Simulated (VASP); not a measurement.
# Ir (Fm-3m) in VASP: single point with PBEsol

Aim: the single point of Ir with PBEsol.

Everything below comes from runs of VASP 6.6.1. Logs are shortened: lines on timing, memory, paths and dates and some standing lists are left out, and cuts for length are marked.

### Step 1. The cell of the first run

The structure is cubic, space group Fm-3m (No. 225). The conventional cell has a = 3.772 Å, b = 3.772 Å, c = 3.772 Å, α = 90.00°, β = 90.00°, γ = 90.00°. Ir (site symmetry m-3m) has 12 Ir at 2.67 Å within 3.5 Å.

### Step 2. Single point, PBEsol

Contents of INCAR:

```
PREC     = Accurate       # precision mode
ENCUT    = 520            # plane-wave cutoff, eV
EDIFF    = 1E-6           # SCF threshold, eV
ISMEAR   = 0              # smearing method
SIGMA    = 0.1            # smearing width, eV
LREAL    = F              # projectors in reciprocal space
LASPH    = T              # aspherical terms in the spheres
NELM     = 60             # most SCF steps
ALGO     = Fast           # electronic algorithm
ISIF     = 2              # what is computed and relaxed
LWAVE    = F              # write WAVECAR
LCHARG   = T              # write CHGCAR
GGA      = PS             # functional
LELF     = T              # ELF
LVHAR    = T            
NBANDS   = 10             # bands
```

Contents of KPOINTS:

```
regular mesh
0
Gamma
  48 48 48
```

Contents of POSCAR:

```
Ir
1.0
    0.0000000000      1.8859770070      1.8859770070
    1.8859770070      0.0000000000      1.8859770070
    1.8859770070      1.8859770070      0.0000000000
Ir
1
Direct
    0.0000000000      0.0000000000      0.0000000000
```

Potentials or basis: VASP PAW PBE potentials, release 64 (Ir).

Command:

```
> cat potpaw_PBE.64/Ir/POTCAR > POTCAR
> mpirun -np 1 vasp_std > vasp.out
```

OUTCAR:

```text
PREC = Accurate
   ENCUT = 520
   EDIFF = 1E-6
   ISMEAR = 0
   LREAL = F
   LASPH = T
   NELM = 60
   ISIF = 2
   GGA = PS

 ion  position               nearest neighbor table
   1  0.000  0.000  0.000-

  LATTYP: Found a face centered cubic cell.
 ALAT       =     3.7719540140

  Lattice vectors:

 A1 = (   0.0000000000,   1.8859770070,   1.8859770070)
 A2 = (   1.8859770070,   0.0000000000,   1.8859770070)
 A3 = (   1.8859770070,   1.8859770070,   0.0000000000)

Analysis of symmetry for initial positions (statically):
=====================================================================
 Subroutine PRICEL returns:
 Original cell was already a primitive cell.

 Routine SETGRP: Setting up the symmetry group for a
 face centered cubic supercell.

 Subroutine GETGRP returns: Found 48 space group operations
 (whereof 48 operations were pure point group operations)
 out of a pool of 48 trial point group operations.

The static configuration has the point symmetry O_h .

Analysis of symmetry for dynamics (positions and initial velocities):
=====================================================================
 Subroutine PRICEL returns:
 Original cell was already a primitive cell.

 Routine SETGRP: Setting up the symmetry group for a
 face centered cubic supercell.

 Subroutine GETGRP returns: Found 48 space group operations
 (whereof 48 operations were pure point group operations)
 out of a pool of 48 trial point group operations.

The dynamic configuration has the point symmetry O_h .

 Subroutine INISYM returns: Found 48 space group operations
 (whereof 48 operations are pure point group operations),
 and found     1 'primitive' translations

----------------------------------------------------------------------------------------

                                     Primitive cell

  volume of cell :      13.4165

  direct lattice vectors                    reciprocal lattice vectors
     0.000000000  1.885977007  1.885977007    -0.265114579  0.265114579  0.265114579
     1.885977007  0.000000000  1.885977007     0.265114579 -0.265114579  0.265114579
     1.885977007  1.885977007  0.000000000     0.265114579  0.265114579 -0.265114579

  length of vectors
     2.667174262  2.667174262  2.667174262     0.459191920  0.459191920  0.459191920

  position of ions in fractional coordinates (direct lattice)
     0.000000000  0.000000000  0.000000000

  ion indices of the primitive-cell ions
   primitive index   ion index
                 1           1

----------------------------------------------------------------------------------------

 KPOINTS: regular mesh

Automatic generation of k-mesh.
 Grid dimensions read from file:
 generate k-points for:   48   48   48

 Generating k-lattice:

  Cartesian coordinates                     Fractional coordinates (reciprocal lattice)
    -0.005523220  0.005523220  0.005523220     0.020833333  0.000000000  0.000000000
     0.005523220 -0.005523220  0.005523220     0.000000000  0.020833333  0.000000000
     0.005523220  0.005523220 -0.005523220     0.000000000  0.000000000  0.020833333

  Length of vectors
     0.009566498  0.009566498  0.009566498

  Shift w.r.t. Gamma in fractional coordinates (k-lattice)
     0.000000000  0.000000000  0.000000000

 Subroutine IBZKPT returns following result:
 ===========================================

 Found   2769 irreducible k-points:

 Following reciprocal coordinates:
            Coordinates               Weight
  0.000000  0.000000  0.000000      1.000000
  0.020833  0.000000  0.000000      8.000000
  0.041667  0.000000  0.000000      8.000000
  0.062500  0.000000  0.000000      8.000000
  0.083333  0.000000  0.000000      8.000000
  0.104167  0.000000  0.000000      8.000000
[... 16 lines left out ...]
  0.458333  0.000000  0.000000      8.000000
  0.479167  0.000000  0.000000      8.000000
 [... further k-points ...]
   k-points           NKPTS =   2769   k-points in BZ     NKDIM =   2769   number of bands    NBANDS=     10
   number of dos      NEDOS =    301   number of ions     NIONS =      1
   total plane-waves  NPLWV =   8000
   dimension x,y,z NGX =    20 NGY =   20 NGZ =   20
   dimension x,y,z NGXF=    40 NGYF=   40 NGZF=   40
   ions per type =               1
   NGX,Y,Z   is equivalent  to a cutoff of  12.47, 12.47, 12.47 a.u.
   NGXF,Y,Z  is equivalent  to a cutoff of  24.93, 24.93, 24.93 a.u.
 SYSTEM =  unknown system
   PREC   = accura    normal or accurate (medium, high low for compatibility)
   ISTART =      0    job   : 0-new  1-cont  2-samecut
   ICHARG =      2    charge: 1-file 2-atom 10-const
   ISPIN  =      1    spin polarized calculation?
   LNONCOLLINEAR =      F non collinear calculations
   LSORBIT =      F    spin-orbit coupling
   LASPH  =      T    aspherical Exc in radial PAW
   ENCUT  =  520.0 eV  38.22 Ry    6.18 a.u.   4.96  4.96  4.96*2*pi/ulx,y,z
   NELM   =     60;   NELMIN=  2; NELMDL= -5     # of ELM steps
   EDIFF  = 0.1E-05   stopping-criterion for ELM
   LREAL  =      F    real-space projection
   EDIFFG = 0.1E-04   stopping-criterion for IOM
   NSW    =      0    number of steps for IOM
   IBRION =     -1    ionic relax: 0-MD 1-quasi-New 2-CG
   NFREE  =      0    steps in history (QN), initial steepest desc. (CG)
   ISIF   =      2    stress and relaxation
   ISYM   =      2    0-nonsym 1-usesym 2-fastsym
   POTIM  = 0.5000    time-step for ionic-motion
   TEBEG  =    0.0;   TEEND  =   0.0 temperature during run
   PSTRESS=    0.0 pullay stress
   NELECT =       9.0000    total number of electrons
   NUPDOWN=      -1.0000    fix difference up-down
   EMIN   =  10.00;   EMAX   =-10.00  energy-range for DOS
   EFERMI =   0.00;   METHOD = LEGACY
   ISMEAR =     0;   SIGMA  =   0.10  broadening in eV -4-tet -1-fermi 0-gaus
   EFERMI_NEDOS =   21; number of points for ismear=-14 and -15
   IALGO  =     68    algorithm
   IMIX   =      4    mixing-type and parameters
     AMIX     =   0.40;   BMIX     =  1.00
     AMIX_MAG =   1.60;   BMIX_MAG =  1.00
  volume/ion in A,a.u.               =      13.42        90.54
  Fermi-wavevector in a.u.,A,eV,Ry     =   1.433098  2.708163 27.943242  2.053770
  Thomas-Fermi vector in A             =   2.552653
   LORBIT       =      0    0 simple, 1 ext, 2 COOP (PROOUT), +10 PAW based schemes
   GGA     = PS    functional components
   LHFCALC =     F    Hartree Fock is set to
   AEXX    =    0.0000 exact exchange contribution
   IVDW    =     0    specifies the selected vdW correction
   LEPSILON=     F    determine dielectric tensor
   LRPA    =     F    only Hartree local field effects (RPA)
 non-spin polarized calculation
 RMM-DIIS sequential band-by-band and
 Gauss-broadening in eV      SIGMA  =   0.10
  energy-cutoff  :      520.00
  volume of cell :       13.42
 maximum number of plane-waves:       376
   NGX =  9   NGY =  9   NGZ =  9

 number of electron       9.0000001 magnetization

 Free energy of the ion-electron system (eV)
  ---------------------------------------------------
  ext. energy  EPLUGINS =         0.00000000
  ---------------------------------------------------
  free energy    TOTEN  =        -9.77924258 eV

  energy without entropy =       -9.77528334  energy(sigma->0) =       -9.77726296

 E-fermi :  11.1845     XC(G=0): -14.4143

 val. band max:       11.1838522852   @ k =  -0.2917   0.3333   0.0833
 cond. band min:      11.1849132599   @ k =   0.3125   0.1458   0.0000
 fundamental gap:      0.0010609747
 Fermi energy:        11.1844785995

 k-point     1 :       0.0000    0.0000    0.0000
  band No.  band energies     occupation
      1      -0.5810      2.00000
      2       6.9650      2.00000
      3       6.9650      2.00000
      4       6.9650      2.00000
      5       9.9192      2.00000
      6       9.9192      2.00000
      7      25.3925      0.00000
      8      31.2894      0.00000
      9      31.2894      0.00000
     10      31.2894      0.00000

 k-point     2 :       0.0208    0.0000    0.0000
  band No.  band energies     occupation
      1      -0.5604      2.00000
      2       6.9532      2.00000
      3       6.9744      2.00000
      4       6.9744      2.00000
      5       9.9126      2.00000
      6       9.9126      2.00000
      7      25.4296      0.00000
      8      31.1635      0.00000
      9      31.3242      0.00000
     10      31.3242      0.00000

 k-point     3 :       0.0417    0.0000    0.0000
  band No.  band energies     occupation
      1      -0.4987      2.00000
      2       6.9183      2.00000
      3       7.0020      2.00000
      4       7.0020      2.00000
      5       9.8935      2.00000
      6       9.8935      2.00000
      7      25.5400      0.00000
      8      30.8249      0.00000
      9      31.4282      0.00000
     10      31.4282      0.00000

 k-point     4 :       0.0625    0.0000    0.0000
  band No.  band energies     occupation
      1      -0.3969      2.00000
      2       6.8627      2.00000
      3       7.0466      2.00000
      4       7.0466      2.00000
      5       9.8640      2.00000
      6       9.8640      2.00000
      7      25.7197      0.00000
      8      30.3508      0.00000
      9      31.6000      0.00000
     10      31.6000      0.00000
[... 222 lines left out ...]
 k-point    22 :       0.4375    0.0000    0.0000
  band No.  band energies     occupation
      1       2.4833      2.00000
      2       6.9061      2.00000
      3       6.9061      2.00000
      4       9.5972      2.00000
      5      11.9882      0.00000
      6      11.9882      0.00000
      7      19.7916      0.00000
      8      25.1996      0.00000
      9      31.8928      0.00000
     10      31.8928      0.00000

 k-point    23 :       0.4583    0.0000    0.0000
  band No.  band energies     occupation
      1       2.4776      2.00000
      2       6.8751      2.00000
      3       6.8751      2.00000
      4       9.9373      2.00000
      5      12.1055      0.00000
      6      12.1055      0.00000
      7      19.3657      0.00000
      8      25.0510      0.00000
      9      31.6303      0.00000
     10      31.6303      0.00000

 k-point    24 :       0.4792    0.0000    0.0000
  band No.  band energies     occupation
      1       2.4730      2.00000
      2       6.8561      2.00000
      3       6.8561      2.00000
      4      10.1625      2.00000
      5      12.1781      0.00000
      6      12.1781      0.00000
      7      19.0878      0.00000
      8      24.9629      0.00000
      9      31.4703      0.00000
     10      31.4703      0.00000

 [... further k-points ...]

------------------------ aborting loop because EDIFF is reached ----------------------------------------

  FORCE on cell =-STRESS in cart. coord.  units (eV):
  Direction    XX          YY          ZZ          XY          YZ          ZX
  --------------------------------------------------------------------------------------
  -------------------------------------------------------------------------------------
  Total        1.7409636      1.7409636      1.7409636      0.0000000      0.0000000     -0.0000000
  in kB      207.9031642    207.9031642    207.9031642      0.0000000      0.0000000     -0.0000000
  external PRESSURE =     207.9031642 kB  Pullay stress =       0.0000000 kB

 VOLUME and BASIS-vectors are now :
 -----------------------------------------------------------------------------
  energy-cutoff  :      520.00
  volume of cell :       13.42
      direct lattice vectors                 reciprocal lattice vectors
     0.000000000  1.885977007  1.885977007    -0.265114579  0.265114579  0.265114579
     1.885977007  0.000000000  1.885977007     0.265114579 -0.265114579  0.265114579
     1.885977007  1.885977007  0.000000000     0.265114579  0.265114579 -0.265114579

 POSITION                                       TOTAL-FORCE (eV/Angst)
 -----------------------------------------------------------------------------------
      0.00000      0.00000      0.00000         0.000000      0.000000      0.000000
 -----------------------------------------------------------------------------------
    total drift:                                0.000000     -0.000000     -0.000000

  FREE ENERGIE OF THE ION-ELECTRON SYSTEM (eV)
  ---------------------------------------------------
  free  energy   TOTEN  =        -9.7792425841 eV

  energy  without entropy=       -9.7752833419  energy(sigma->0) =       -9.77726296
```

Wall time 8.3 min (1 thread of Intel Xeon Platinum 8259CL at 2.50GHz (Skylake/Cascade Lake), shared host); peak memory 0.49 GiB.

What came out:

| Item | Value |
| --- | --- |
| Free energy | -9.7792 eV |
| Pressure | 20.8 GPa |
| Band gap on the k mesh | zero (an odd number of electrons rules out a gap without spin polarisation) |

Levels at points of the mesh, in eV from the Fermi level:
```csv
k point,band 2,band 3,band 4,band 5,band 6,band 7
"(0.00, 0.00, 0.00)",-4.22,-4.22,-4.22,-1.27,-1.27,14.21
"(0.50, 0.00, 0.00)",-4.33,-4.33,-0.94,1.02,1.02,7.81
"(0.50, 0.50, 0.00)",-7.96,1.00,1.65,1.65,1.66,11.23
```

Caveat: the cell stands under pressure; the PAW data sets were made with another functional, which shifts forces and pressure a little; spin-orbit coupling is left out, which moves the levels of the heavy elements.
